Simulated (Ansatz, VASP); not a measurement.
# Os: VASP beside Ansatz

```
Os
1.0
     2.73410    0.00000    0.00000
    -1.36705    2.33228    0.00000
     0.00000    0.00000    4.31970
Os
2
Direct
  0.33333 0.66667 0.25000
  0.66667 0.33333 0.75000
```

Change from the starting cell: strain -0.0150 x Voigt [0, 1, 0, 0, 0, 0], atoms carried along.

Alike in both runs: task single point; functional PBE; k mesh 18 × 18 × 12; occupations gaussian, width 0.15 eV; no spin polarisation.

```csv
,VASP,Ansatz
version,VASP 6.6.1,Ansatz 0.2.0
potentials or method,"VASP PAW PBE potentials, release 64 (Os), cutoff 520 eV","scalar-relativistic, plane waves, PAW"
valence electrons in the cell,16,32
```

Ansatz gave:

- gap on the k mesh at the Fermi level (eV): none
- pressure (GPa): 15.5
- traceless stress, the component that is largest in VASP (GPa): 5.86
- rms of the force components (eV/Å): 0.027

Which values does VASP return?

gap on the k mesh at the Fermi level (eV): none; pressure (GPa): 15.7; traceless stress, the component that is largest in VASP (GPa): 5.86; rms of the force components (eV/Å): 0.026.

Atom by atom the forces differ by 0.001 eV/Å (rms over components). A gap of «none» marks a metal or a gap that the smearing closes. VASP's potentials hold 16 valence electrons a cell and Ansatz's 32, so a difference there can come from the potentials and not from the codes.

Spin-orbit coupling is off throughout.
